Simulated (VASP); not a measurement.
# C: single point with PBEsol

Crystal: C.

```
C
1.0
     2.50920    0.00000    0.00000
    -1.25460    2.17303    0.00000
     0.00000    0.00000   16.47255
C
16
Direct
  0.00000 0.00000 0.00038
  0.00000 0.00000 0.09380
  0.33333 0.66667 0.12495
  0.33333 0.66667 0.21837
  0.66667 0.33333 0.24953
  0.66667 0.33333 0.34294
  0.00000 0.00000 0.37411
  0.00000 0.00000 0.46745
  0.33333 0.66667 0.49886
  0.33333 0.66667 0.59356
  0.00000 0.00000 0.62519
  0.00000 0.00000 0.71989
  0.33333 0.66667 0.75130
  0.33333 0.66667 0.84464
  0.66667 0.33333 0.87581
  0.66667 0.33333 0.96922
```

```yaml
Program: VASP 6.6.1
Task: single point
Functional: PBEsol
Potentials_or_basis: VASP PAW PBE potentials, release 64 (C)
Cutoff: 520 eV
k_mesh: 12 × 12 × 2
Occupations: gaussian, width 0.02 eV
Spin: no spin polarisation
```

- Pressure: 1.2 GPa
- Largest force: 0.013 eV/Å
- Band gap on the k mesh: 4.17 eV, indirect (least direct gap 5.35 eV)

Forces in eV/Å, atoms in the order of the input:
```
C    0.000  0.000  0.005
C    0.000  0.000  0.013
C    0.000  0.000 -0.013
C    0.000  0.000 -0.005
C    0.000  0.000 -0.001
C    0.000  0.000  0.002
C    0.000  0.000  0.007
C    0.000  0.000 -0.003
C    0.000  0.000 -0.006
C    0.000  0.000 -0.011
C    0.000  0.000  0.011
C    0.000  0.000  0.006
C    0.000  0.000  0.003
C    0.000  0.000 -0.007
C    0.000  0.000 -0.002
C    0.000  0.000  0.001
```

Stress tensor (GPa, compression positive):
```
1.20 0.00 0.00
0.00 1.20 0.00
0.00 0.00 1.10
```

Levels at points of the mesh, in eV from the valence-band top:
```tsv
k point	band 30	band 31	band 32	band 33	band 34	band 35
(0.00, 0.00, 0.00)	-0.13	0.00	0.00	5.35	5.35	5.49
(0.50, 0.00, 0.00)	-3.65	-3.31	-2.94	4.51	4.77	4.83
(0.00, 0.00, 0.50)	-0.26	-0.14	-0.14	5.49	5.49	5.75
(0.50, 0.00, 0.50)	-3.16	-3.15	-3.13	4.55	4.63	4.87
```

It took 3.1 min on 1 thread of Intel(R) Xeon(R) 6975P-C (Granite Rapids), on a shared host, peak memory 0.25 GiB.

Caveat: the PAW data sets were made with another functional, which shifts forces and pressure a little. A hybrid or GW would open this gap; PBEsol tends to underestimate it.
